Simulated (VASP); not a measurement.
Wanted: the native input for a VASP 6.6.1 run.

```
Task                      : relaxation of the atoms
Functional                : PBE
Potentials or basis       : VASP PAW PBE potentials, release 64 (Ir, O)
Cutoff                    : 520 eV
k mesh                    : 12 × 12 × 1
Occupations               : gaussian, width 0.1 eV
Spin                      : no spin polarisation
Dipole correction         : yes
Atoms held fixed (from 0) : [0, 1, 2, 3]
Further INCAR settings    : ALGO = Normal; EDIFF = 1e-06; IBRION = 2; EDIFFG = -0.025; NSW = 36
```

The structure of Ir3O lies in POSCAR:

```
Ir3O
1.0
    2.7367600872      0.0000000000      0.0000000000
   -1.3683800436      2.3701037596      0.0000000000
    0.0000000000      0.0000000000     19.8425800730
Ir O
3 1
Selective dynamics
Direct
    0.6666666667      0.3333333333      0.2015866881  F F F
    0.3333333333      0.6666666667      0.3110139949  F F F
    0.0000000000      0.0000000000      0.4204382718  F F F
    0.3333333333      0.6666666667      0.4739929746  F F T
```

These files were run (other wordings do the same):

INCAR

```
ALGO = Normal ; DIPOL = 0.5 0.5 0.352
EDIFF = 1E-6 ; EDIFFG = -0.025
ENCUT = 520 ; GGA = PE
IBRION = 2 ; IDIPOL = 3
ISIF = 2 ; ISMEAR = 0
LASPH = True ; LCHARG = False
LDIPOL = True ; LREAL = False
LWAVE = False ; NELM = 60
NSW = 36 ; PREC = Accurate
SIGMA = 0.1
```

KPOINTS

```
k-points
0
Gamma
  12 12 1
```

Potentials or basis: VASP PAW PBE potentials, release 64 (Ir, O).

Command:

```bash
$ cat potpaw_PBE.64/Ir/POTCAR potpaw_PBE.64/O/POTCAR > POTCAR
$ mpirun -np 1 vasp_std > vasp.out
```

It gave:

The energy gained by relaxing is 93.8 meV/atom and the ionic steps are 4.

It took 10 min on 1 thread of Oxide Virtual Turin-like Processor (shared host), peak memory 0.23 GiB.
